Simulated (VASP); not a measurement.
Input of a VASP 6.6.1 run:

File INCAR:

```
SYSTEM = ZrB2
  PREC = Accurate
  ENCUT = 520
  EDIFF = 1E-6
  ISMEAR = 0
  SIGMA = 0.15
  LREAL = .FALSE.
  LASPH = .TRUE.
  NELM = 80
  ALGO = Normal
  ISIF = 2
  LWAVE = .FALSE.
  LCHARG = .TRUE.
  LELF = .TRUE.
  LVHAR = .TRUE.
  NBANDS = 16
```

KPOINTS

```
Automatic mesh
0
G
  18 18 12
  0 0 0
```

File POSCAR:

```
ZrB2
1.0
    3.4150276938      0.0000000000      0.0000000000
   -1.7075138470      2.9575007375      0.0000000000
    0.0000000000      0.0000000000      3.1705117110
Zr B
1 2
Direct
    0.0000000000      0.0000000000      0.0000000000
    0.3333333333      0.6666666667      0.5000000000
    0.6666666667      0.3333333333      0.5000000000
```

Potentials or basis: VASP PAW LDA potentials, release 64 (Zr_sv, B).

Launch:

```console
$ cat potpaw_LDA.64/Zr_sv/POTCAR potpaw_LDA.64/B/POTCAR > POTCAR
$ mpirun -np 1 vasp_std > vasp.out
```

(1) Estimate the band gap on the k mesh.

(2) Estimate the pressure.

Answers

(1) zero (band 9 reaches 10.46 eV, above the bottom of band 10 at 8.87 eV).

(2) -16.6 GPa.
